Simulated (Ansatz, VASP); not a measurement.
**Si in VASP and in Ansatz**

```
Si
1.0
     0.00000    1.63531    1.63531
     1.63531    0.00000    1.63531
     1.63531    1.63531    0.00000
Si
1
Direct
  0.00000 0.00000 0.00000
```

Change from the starting cell: volume scaled by 0.603, to set the pressure.

Alike in both runs: task single point; functional PBE; k mesh 19 × 19 × 19; occupations fermi-dirac, width 0.05 eV; no spin polarisation.

|  | VASP | Ansatz |
| --- | --- | --- |
| version | VASP 6.6.1 | Ansatz 0.2.0 |
| potentials or method | VASP PAW PBE potentials, release 64 (Si) | PAW with Ansatz's default frozen-core files, scalar-relativistic |
| plane-wave cutoff (eV) | 500 | 420 |
| valence electrons in the cell | 4 | 4 |

VASP gave:

| Property | Result |
| --- | --- |
| pressure (GPa) | 124.7 |

Q: Which values does Ansatz return?

A: Pressure (GPa): 125.5.

Both programs put the cell under a high pressure, so it lies far from rest at this level.

Noted on VASP's run: the cell as given lies far from equilibrium.
